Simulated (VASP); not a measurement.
SnS2, 3 atoms in the cell. It takes space group P-3m1 (No. 164, trigonal). Conventional cell: a = 3.605 Å, b = 3.605 Å, c = 5.405 Å, α = 90.00°, β = 90.00°, γ = 120.00°. Within 3.4 Å of Sn (site symmetry -3m) lie 6 S at 2.55 Å. Within 3.4 Å of S (site symmetry 3m) lie 3 Sn at 2.55 Å and 3 S at 3.23 Å.  This cell differs from its parent crystal: z stretched by -1 %.

```yaml
Program: VASP 6.6.1
Task: relaxation of the atoms
Functional: PBE
Potentials_or_basis: VASP PAW PBE potentials, release 64 (Sn_d, S)
Cutoff: 450 eV
k_mesh: 14 × 14 × 8
Occupations: fermi-dirac, width 0.02 eV
Spin: no spin polarisation
Dipole_correction: no
Further_INCAR_settings: ALGO = Normal; EDIFF = 1e-07; IBRION = 2; EDIFFG = -0.02; NSW = 80
```

Potentials or basis: VASP PAW PBE potentials, release 64 (Sn_d, S).

Command:

```sh
$ cat potpaw_PBE.64/Sn_d/POTCAR potpaw_PBE.64/S/POTCAR > POTCAR
$ mpirun -np 1 vasp_std > vasp.out
```

Hardware: 1 thread of AMD EPYC 9R45 (Zen 5) (shared host).

Question: How long does it take, and how much memory?

Answer: Run time: 110 s on 1 thread of AMD EPYC 9R45 (Zen 5), on a shared host, peak memory 0.25 GiB. Counts: scf iterations 28, k points 168, ion steps 3.
